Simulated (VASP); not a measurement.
# GaAs (I-4m2) in VASP: G0W0 quasiparticle levels with PBEsol

Aim: the G0W0 quasiparticle levels of GaAs with PBEsol.

All numbers are computed with VASP 6.6.1; they aren't measurements. Logs are shortened: lines on timing, memory, paths and dates and some standing lists are left out, and cuts for length are marked.

## Step 1: The cell of the first run

It takes space group I-4m2 (No. 119, tetragonal). Conventional cell: a = 3.962 Å, b = 3.962 Å, c = 5.710 Å, α = 90.00°, β = 90.00°, γ = 90.00°. Ga (site symmetry -4m2) has 4 As at 2.44 Å within 3.2 Å. As (site symmetry -4m2) has 4 Ga at 2.44 Å within 3.2 Å.

## Step 2: G0W0 quasiparticle levels, PBEsol

The input, POSCAR:

```
GaAs
1.0
    0.0000000000      2.8012231264      2.8547513920
    2.8012231264      0.0000000000      2.8547513920
    2.8012231264      2.8012231264      0.0000000000
Ga As
1 1
Direct
    0.0000000000      0.0000000000      0.0000000000
    0.2500000000      0.2500000000      0.2500000000
```

The input, INCAR.step1:

```
PREC     = Accurate       # precision mode
ENCUT    = 500            # plane-wave cutoff, eV
EDIFF    = 1E-8           # SCF threshold, eV
ISMEAR   = 0              # smearing method
SIGMA    = 0.01           # smearing width, eV
LREAL    = F              # projectors in reciprocal space
LASPH    = T              # aspherical terms in the spheres
NELM     = 100            # most SCF steps
ALGO     = Normal         # electronic algorithm
LWAVE    = T              # write WAVECAR
LCHARG   = F              # write CHGCAR
GGA      = PS             # functional
```

The input, INCAR.step2:

```
PREC     = Accurate       # precision mode
ENCUT    = 500            # plane-wave cutoff, eV
EDIFF    = 1E-8           # SCF threshold, eV
ISMEAR   = 0              # smearing method
SIGMA    = 0.01           # smearing width, eV
LREAL    = F              # projectors in reciprocal space
LASPH    = T              # aspherical terms in the spheres
NELM     = 1              # most SCF steps
ALGO     = Exact          # electronic algorithm
LWAVE    = T              # write WAVECAR
LCHARG   = F              # write CHGCAR
GGA      = PS             # functional
NBANDS   = 254            # bands
LOPTICS  = T              # frequency-dependent dielectric function
ISTART   = 1
```

The input, INCAR.step3:

```
PREC     = Accurate       # precision mode
ENCUT    = 500            # plane-wave cutoff, eV
EDIFF    = 1E-8           # SCF threshold, eV
ISMEAR   = 0              # smearing method
SIGMA    = 0.01           # smearing width, eV
LREAL    = F              # projectors in reciprocal space
LASPH    = T              # aspherical terms in the spheres
ALGO     = EVGW0          # electronic algorithm
LWAVE    = F              # write WAVECAR
LCHARG   = F              # write CHGCAR
GGA      = PS             # functional
NELMGW   = 1            
NBANDS   = 254            # bands
ENCUTGW  = 180.0          # cutoff of the response function
NOMEGA   = 96             # frequency points
PRECFOCK = Fast         
ISTART   = 1            
NBANDSGW = 17           
OMEGAMAX = 20
```

The input, KPOINTS:

```
Automatic mesh
0
Gamma
  4 4 4
```

Potentials or basis: VASP PAW PBE potentials, release 64 (Ga_d_GW, As_GW).

Command:

```
$ cat potpaw_PBE.64/Ga_d_GW/POTCAR potpaw_PBE.64/As_GW/POTCAR > POTCAR
$ cp INCAR.step1 INCAR
$ mpirun -np 1 vasp_std > vasp.out
$ cp INCAR.step2 INCAR
$ mpirun -np 1 vasp_std > vasp.out
$ cp INCAR.step3 INCAR
$ mpirun -np 1 vasp_std > vasp.out
```

OUTCAR:

```text
PREC = Accurate
   ENCUT = 500
   EDIFF = 1E-8
   ISMEAR = 0
   LREAL = F
   LASPH = T
   GGA = PS
   NELMGW = 1
   ENCUTGW = 180.0
   PRECFOCK = Fast
   ISTART = 1

 ion  position               nearest neighbor table
   1  0.000  0.000  0.000-   2 2.44   2 2.44   2 2.44   2 2.44
   2  0.250  0.250  0.250-   1 2.44   1 2.44   1 2.44   1 2.44

  LATTYP: Found a body centered tetragonal cell.
 ALAT       =     3.9615277366
 C/A-ratio  =     1.4412376143

  Lattice vectors:

 A1 = (  -2.8012231264,   0.0000000000,   2.8547513920)
 A2 = (   2.8012231264,   0.0000000000,   2.8547513920)
 A3 = (   0.0000000000,   2.8012231264,  -2.8547513920)

Analysis of symmetry for initial positions (statically):
=====================================================================
 Subroutine PRICEL returns:
 Original cell was already a primitive cell.

 Routine SETGRP: Setting up the symmetry group for a
 body centered tetragonal supercell.

 Subroutine GETGRP returns: Found  8 space group operations
 (whereof  8 operations were pure point group operations)
 out of a pool of 16 trial point group operations.

The static configuration has the point symmetry D_2d.

Analysis of symmetry for dynamics (positions and initial velocities):
=====================================================================
 Subroutine PRICEL returns:
 Original cell was already a primitive cell.

 Routine SETGRP: Setting up the symmetry group for a
 body centered tetragonal supercell.

 Subroutine GETGRP returns: Found  8 space group operations
 (whereof  8 operations were pure point group operations)
 out of a pool of 16 trial point group operations.

The dynamic configuration has the point symmetry D_2d.

 Subroutine INISYM returns: Found  8 space group operations
 (whereof  8 operations are pure point group operations),
 and found     1 'primitive' translations

----------------------------------------------------------------------------------------

                                     Primitive cell

  volume of cell :      44.8016

  direct lattice vectors                    reciprocal lattice vectors
     0.000000000  2.801223126  2.854751392    -0.178493457  0.178493457  0.175146600
     2.801223126  0.000000000  2.854751392     0.178493457 -0.178493457  0.175146600
     2.801223126  2.801223126  0.000000000     0.178493457  0.178493457 -0.175146600

  length of vectors
     3.999557040  3.999557040  3.961527737     0.307239581  0.307239581  0.307239581

  position of ions in fractional coordinates (direct lattice)
     0.000000000  0.000000000  0.000000000
     0.250000000  0.250000000  0.250000000

  ion indices of the primitive-cell ions
   primitive index   ion index
                 1           1
                 2           2

----------------------------------------------------------------------------------------

 KPOINTS: Automatic mesh

Automatic generation of k-mesh.
 Grid dimensions read from file:
 generate k-points for:    4    4    4

 Generating k-lattice:

  Cartesian coordinates                     Fractional coordinates (reciprocal lattice)
    -0.044623364  0.044623364  0.043786650     0.250000000 -0.000000000  0.000000000
     0.044623364 -0.044623364  0.043786650    -0.000000000  0.250000000  0.000000000
     0.044623364  0.044623364 -0.043786650     0.000000000  0.000000000  0.250000000

  Length of vectors
     0.076809895  0.076809895  0.076809895

  Shift w.r.t. Gamma in fractional coordinates (k-lattice)
     0.000000000  0.000000000  0.000000000

 Subroutine IBZKPT returns following result:
 ===========================================

 Found     13 irreducible k-points:

 Following reciprocal coordinates:
            Coordinates               Weight
  0.000000  0.000000  0.000000      1.000000
  0.250000  0.000000  0.000000      8.000000
  0.500000  0.000000  0.000000      4.000000
  0.250000  0.250000  0.000000      2.000000
  0.500000  0.250000  0.000000      8.000000
 -0.250000  0.250000  0.000000      4.000000
  0.500000  0.500000  0.000000      1.000000
  0.250000  0.000000  0.250000      4.000000
  0.500000  0.000000  0.250000     16.000000
 -0.250000  0.000000  0.250000      8.000000
 -0.250000  0.500000  0.250000      4.000000
  0.500000  0.000000  0.500000      2.000000
 -0.250000  0.250000  0.500000      2.000000
   k-points           NKPTS =     13   k-points in BZ     NKDIM =     64   number of bands    NBANDS=    254
   number of dos      NEDOS =    301   number of ions     NIONS =      2
   total plane-waves  NPLWV =  27000
   dimension x,y,z NGX =    30 NGY =   30 NGZ =   30
   dimension x,y,z NGXF=    60 NGYF=   60 NGZF=   60
   ions per type =               1   1
   NGX,Y,Z   is equivalent  to a cutoff of  12.47, 12.47, 12.59 a.u.
   NGXF,Y,Z  is equivalent  to a cutoff of  24.94, 24.94, 25.18 a.u.
 SYSTEM =  unknown system
   PREC   = accura    normal or accurate (medium, high low for compatibility)
   ISTART =      1    job   : 0-new  1-cont  2-samecut
   ICHARG =      0    charge: 1-file 2-atom 10-const
   ISPIN  =      1    spin polarized calculation?
   LNONCOLLINEAR =      F non collinear calculations
   LSORBIT =      F    spin-orbit coupling
   LASPH  =      T    aspherical Exc in radial PAW
   ENCUT  =  500.0 eV  36.75 Ry    6.06 a.u.   7.29  7.29  7.22*2*pi/ulx,y,z
   NELM   =     60;   NELMIN=  2; NELMDL=  0     # of ELM steps
   EDIFF  = 0.1E-07   stopping-criterion for ELM
   LREAL  =      F    real-space projection
   EDIFFG = 0.1E-06   stopping-criterion for IOM
   NSW    =      0    number of steps for IOM
   IBRION =     -1    ionic relax: 0-MD 1-quasi-New 2-CG
   NFREE  =      0    steps in history (QN), initial steepest desc. (CG)
   ISIF   =      0    stress and relaxation
   ISYM   =      3    0-nonsym 1-usesym 2-fastsym
   POTIM  = 0.5000    time-step for ionic-motion
   TEBEG  =    0.0;   TEEND  =   0.0 temperature during run
   PSTRESS=    0.0 pullay stress
   NELECT =      18.0000    total number of electrons
   NUPDOWN=      -1.0000    fix difference up-down
   EMIN   =  10.00;   EMAX   =-10.00  energy-range for DOS
   EFERMI =   0.00;   METHOD = LEGACY
   ISMEAR =     0;   SIGMA  =   0.01  broadening in eV -4-tet -1-fermi 0-gaus
   EFERMI_NEDOS =   21; number of points for ismear=-14 and -15
   IALGO  =     38    algorithm
   IMIX   =      4    mixing-type and parameters
     AMIX     =   0.40;   BMIX     =  1.00
     AMIX_MAG =   1.60;   BMIX_MAG =  1.00
  volume/ion in A,a.u.               =      22.40       151.17
  Fermi-wavevector in a.u.,A,eV,Ry     =   1.208002  2.282793 19.854568  1.459270
  Thomas-Fermi vector in A             =   2.343623
   LORBIT       =      0    0 simple, 1 ext, 2 COOP (PROOUT), +10 PAW based schemes
   GGA     = PS    functional components
   LHFCALC =     T    Hartree Fock is set to
   PRECFOCK=fast      Normal, Fast or Accurate (Low or Medium for compatibility)
   ENCUT4O =  -1.0   cutoff for four orbital integrals eV
   NKREDX  =     1    reduce k-point grid by
   NKREDY  =     1    reduce k-point grid by
   NKREDZ  =     1    reduce k-point grid by
   AEXX    =    1.0000 exact exchange contribution
   HFSCREEN=    0.0000 screening length (either q_TF or 0.3 A-1)
   HFSCREENC=   0.0000 screening length for correlation (either q_TF or 0.3 A-1)
   ENCUTFOCK=  -1.0 apply spherical cutoff to Coloumb kernel
   IVDW    =     0    specifies the selected vdW correction
   LEPSILON=     F    determine dielectric tensor
   LRPA    =     F    only Hartree local field effects (RPA)
   LRPAFORCE           =     F    calculate RPA forces
   ENCUTGW             = 180.0    cutoff for response function in eV
   ENCUTGWSOFT         = 144.0    soft cutoff for Coulomb kernel in GW response function in eV
   ENCUTLF             =  -1.0    cutoff for local field effects
   NELMGW              =     1    number of iterations in solving QP/BSE equation
   NELMHF              =     1    number of iterations in the inner HF iteration
   NKREDLFX            =     1    NKREDLFY  =   1   NKREDLFZ  =   1
 non-spin polarized calculation
 Gauss-broadening in eV      SIGMA  =   0.01
  energy-cutoff  :      500.00
  volume of cell :       44.80
 maximum number of plane-waves:      1163
 NGX is ok and might be reduce to    30
  NGX = 16; NGY = 16; NGZ = 16
   NGX = 15   NGY = 15   NGZ = 15
 maximum number of plane-waves:       259

 QP shifts <psi_nk| G(iteration)W_0 |psi_nk>: iteration 1
 for sc-GW calculations column KS-energies equals QP-energies in previous step
 and V_xc(KS)=  KS-energies - (<T + V_ion + V_H > + <T+V_H+V_ion>^1  + <V_x>^1)

 k-point   1 :       0.0000    0.0000    0.0000
  band No.  KS-energies  QP-energies   sigma(KS)   V_xc(KS)     V^pw_x(r,r')   Z            occupation Imag(sigma)

      1     -11.0085     -13.1215     -24.8309     -21.6708     -35.0013       0.6686       2.0000       0.1718
      2     -11.0037     -13.1157     -24.8343     -21.6750     -35.0093       0.6685       2.0000       0.1727
      3     -11.0037     -13.1157     -24.8343     -21.6750     -35.0093       0.6685       2.0000       0.1727
      4     -10.9262     -13.0640     -24.9683     -21.7785     -35.1222       0.6702       2.0000       0.1460
      5     -10.9238     -13.0580     -24.9612     -21.7736     -35.1155       0.6695       2.0000       0.1462
      6      -8.9701      -9.3192     -11.8208     -11.2557     -18.1102       0.6176       2.0000       0.8307
[... 9 lines left out ...]
     16      14.1146      14.0694     -10.0467      -9.9859      -4.5069       0.7431       0.0000      -0.2865
     17      14.9452      14.8227      -8.1176      -7.9540      -2.2499       0.7493       0.0000      -0.4249

 k-point   2 :       0.2500    0.0000    0.0000
  band No.  KS-energies  QP-energies   sigma(KS)   V_xc(KS)     V^pw_x(r,r')   Z            occupation Imag(sigma)

      1     -11.0493     -13.1139     -24.5307     -21.4372     -34.6454       0.6674       2.0000       0.1882
      2     -10.9951     -13.1091     -24.8571     -21.6943     -35.0331       0.6684       2.0000       0.1707
      3     -10.9921     -13.1042     -24.8563     -21.6974     -35.0352       0.6686       2.0000       0.1712
      4     -10.9261     -13.0642     -24.9658     -21.7781     -35.1225       0.6708       2.0000       0.1457
      5     -10.9224     -13.0588     -24.9625     -21.7758     -35.1199       0.6704       2.0000       0.1458
      6      -8.2642      -8.6560     -12.2370     -11.6339     -18.3453       0.6497       2.0000       0.8000
[... 9 lines left out ...]
     16      12.8329      12.7679      -9.3153      -9.2287      -3.9601       0.7516       0.0000      -0.2528
     17      15.6546      15.6970      -8.9952      -9.0514      -2.8958       0.7542       0.0000      -0.4685

 k-point   3 :       0.5000    0.0000    0.0000
  band No.  KS-energies  QP-energies   sigma(KS)   V_xc(KS)     V^pw_x(r,r')   Z            occupation Imag(sigma)
[... 190 lines left out ...]
      1     -11.1189     -13.1427     -24.3099     -21.2682     -34.3914       0.6654       2.0000       0.1995
      2     -10.9542     -13.0811     -24.9240     -21.7522     -35.0995       0.6706       2.0000       0.1616
      3     -10.9542     -13.0811     -24.9240     -21.7522     -35.0995       0.6706       2.0000       0.1616
      4     -10.9542     -13.0811     -24.9240     -21.7522     -35.0995       0.6706       2.0000       0.1616
      5     -10.9099     -13.0466     -24.9836     -21.8029     -35.1541       0.6718       2.0000       0.1452
      6      -6.3752      -6.7575     -13.0229     -12.4684     -18.5098       0.6895       2.0000       0.6198
[... 9 lines left out ...]
     16      17.0799      16.9833     -10.1062      -9.9766      -4.0203       0.7455       0.0000      -0.5313
     17      17.2143      17.1159     -10.2234     -10.0892      -4.0798       0.7334       0.0000      -0.5391

 k-point  13 :      -0.2500    0.2500    0.5000
  band No.  KS-energies  QP-energies   sigma(KS)   V_xc(KS)     V^pw_x(r,r')   Z            occupation Imag(sigma)

      1     -11.1054     -13.1258     -24.3166     -21.2802     -34.4041       0.6654       2.0000       0.2008
      2     -10.9735     -13.0975     -24.9051     -21.7364     -35.0890       0.6703       2.0000       0.1654
      3     -10.9598     -13.0804     -24.9166     -21.7495     -35.0988       0.6696       2.0000       0.1649
      4     -10.9383     -13.0682     -24.9414     -21.7593     -35.0991       0.6693       2.0000       0.1478
      5     -10.9182     -13.0492     -24.9597     -21.7796     -35.1228       0.6701       2.0000       0.1457
      6      -6.3181      -6.7035     -13.1407     -12.5831     -18.6385       0.6913       2.0000       0.6096
[... 9 lines left out ...]
     16      17.2505      17.2710      -9.7217      -9.7493      -3.3951       0.7427       0.0000      -0.6121
     17      17.7442      17.7663     -10.1607     -10.1907      -3.5683       0.7370       0.0000      -0.6250
```

It took 13 min on 1 thread of Intel Xeon 8259CL, shared host; peak memory 0.71 GiB.

Results:

```yaml
Quasiparticle_gap: 1.37 eV
Least_direct_quasiparticle_gap: 1.37 eV
Band_gap_of_the_starting_levels_on_the_mesh: 0.46 eV
Least_direct_gap_of_the_starting_levels_on_the_mesh: 0.46 eV
```

Caveat: the k points lie up to 0.48 Å⁻¹ apart; bands, screening cutoff and mesh are small and nothing is extrapolated, so the quasiparticle values aren't converged.
